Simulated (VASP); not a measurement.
Write the native input for VASP 6.6.1 that does the following.

| Quantity | Value |
| --- | --- |
| Task | single point |
| Functional | r2SCAN |
| Potentials or basis | VASP PAW PBE potentials, release 64 (Bi_d) |
| Cutoff | 520 eV |
| k mesh | 16 × 16 × 16 |
| Occupations | gaussian, width 0.1 eV |
| Spin | no spin polarisation |
| Dipole correction | no |
| Further INCAR settings | ALGO = Normal; EDIFF = 1e-06; NBANDS = 14 |

Bi:

```
Bi
1.0
    -2.01903    2.01903    2.01903
     2.01903   -2.01903    2.01903
     2.01903    2.01903   -2.01903
Bi
1
Direct
  0.00000 0.00000 0.00000
```

This cell differs from its parent crystal: volume scaled by 1.06.

The input as run:

POSCAR

```
Bi
1.0
   -2.0190327885      2.0190327885      2.0190327885
    2.0190327885     -2.0190327885      2.0190327885
    2.0190327885      2.0190327885     -2.0190327885
Bi
1
Direct
    0.0000000000      0.0000000000      0.0000000000
```

INCAR.step1

```
SYSTEM = Bi
ALGO = Normal
EDIFF = 1E-4
ENCUT = 520
GGA = PE
ISMEAR = 0
LASPH = .TRUE.
LCHARG = .FALSE.
LREAL = .FALSE.
LWAVE = .TRUE.
NBANDS = 14
NELM = 100
PREC = Accurate
SIGMA = 0.1
```

INCAR.step2

```
SYSTEM = Bi
ALGO = Normal
EDIFF = 1E-6
ENCUT = 520
ISIF = 2
ISMEAR = 0
ISTART = 1
LASPH = .TRUE.
LCHARG = .FALSE.
LMIXTAU = .TRUE.
LREAL = .FALSE.
LWAVE = .FALSE.
METAGGA = R2SCAN
NBANDS = 14
NELM = 100
PREC = Accurate
SIGMA = 0.1
```

KPOINTS

```
k-points
0
G
  16 16 16
  0 0 0
```

Potentials or basis: VASP PAW PBE potentials, release 64 (Bi_d).

Launch:

```sh
$ cat potpaw_PBE.64/Bi_d/POTCAR > POTCAR
$ cp INCAR.step1 INCAR
$ mpirun -np 1 vasp_std > vasp.out
$ cp INCAR.step2 INCAR
$ mpirun -np 1 vasp_std > vasp.out
```

Results of the run:

```
Pressure : -2.8 GPa
```

Caveat: the PAW data sets were made with another functional, which shifts forces and pressure a little.

It took 4.7 min on 1 thread of AMD EPYC 9R45 (Zen 5), with other jobs on the host, peak memory 0.17 GiB.
